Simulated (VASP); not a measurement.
Write the native input for VASP 6.6.1 that does the following.

```
Task                   : single point
Functional             : PBE
Potentials or basis    : VASP PAW PBE potentials, release 64 (Al)
Cutoff                 : 520 eV
k mesh                 : 14 × 14 × 4
Occupations            : fermi-dirac, width 0.08 eV
Spin                   : no spin polarisation
Dipole correction      : no
Further INCAR settings : ALGO = Normal; EDIFF = 1e-06; NBANDS = 14
```

The structure of Al lies in POSCAR:

```
Al
1.0
    2.3432214852      0.0000000000      0.0000000000
   -1.1716107426      2.0292893328      0.0000000000
    0.0000000000      0.0000000000      7.6569203089
Al
4
Direct
    0.0000000000      0.0000000000      0.0000000000
    0.0000000000      0.0000000000      0.5000000000
    0.3333333333      0.6666666667      0.2500000000
    0.6666666667      0.3333333333      0.7500000000
```

This cell differs from its parent crystal: volume scaled by 0.55.

These files were run (other wordings do the same):

INCAR

```
PREC     = Accurate       # precision mode
ENCUT    = 520            # plane-wave cutoff, eV
EDIFF    = 1E-6           # SCF threshold, eV
ISMEAR   = -1             # smearing method
SIGMA    = 0.08           # smearing width, eV
LREAL    = False          # projectors in reciprocal space
LASPH    = True           # aspherical terms in the spheres
NELM     = 80             # most SCF steps
ALGO     = Normal         # electronic algorithm
ISIF     = 2              # what is computed and relaxed
LWAVE    = False          # write WAVECAR
LCHARG   = False          # write CHGCAR
GGA      = PE             # functional
NBANDS   = 14             # bands
```

KPOINTS

```
Automatic mesh
0
Gamma
  14 14 4
```

Potentials or basis: VASP PAW PBE potentials, release 64 (Al).

Command:

```sh
$ cat potpaw_PBE.64/Al/POTCAR > POTCAR
$ mpirun -np 1 vasp_std > vasp.out
```

Results of the run:

The pressure is 163.0 GPa and the band gap on the k mesh is zero (band 6 reaches 20.82 eV, above the bottom of band 7 at 13.74 eV).

Run time: 18 s on 1 thread of Intel(R) Xeon(R) 6975P-C (Granite Rapids), on a shared host, peak memory 0.16 GiB.
